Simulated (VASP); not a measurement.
Cs, 1 atom in the cell. The structure is cubic, space group Fm-3m (No. 225). Conventional cell: a = 7.779 Å, b = 7.779 Å, c = 7.779 Å, α = 90.00°, β = 90.00°, γ = 90.00°. 

* Program: VASP 6.6.1
* Task: single point
* Functional: PBE
* Potentials or basis: VASP PAW PBE potentials, release 64 (Cs_sv)
* Cutoff: 500 eV
* k mesh: 4 × 4 × 4
* Occupations: gaussian, width 0.05 eV
* Spin: no spin polarisation
* Dipole correction: no
* Further INCAR settings: ALGO = Normal; EDIFF = 1e-06; NBANDS = 10

Potentials or basis: VASP PAW PBE potentials, release 64 (Cs_sv).

Run with:

```console
$ cat potpaw_PBE.64/Cs_sv/POTCAR > POTCAR
$ mpirun -np 1 vasp_std > vasp.out
```

Hardware: 1 thread of Intel Xeon 8259CL (shared host).

Q: How long does it take, and how much memory?

A: Wall time 7.8 s on 1 thread of Intel Xeon 8259CL, with other jobs on the host, peak memory 0.22 GiB. Counts: scf iterations 9, k points 8.
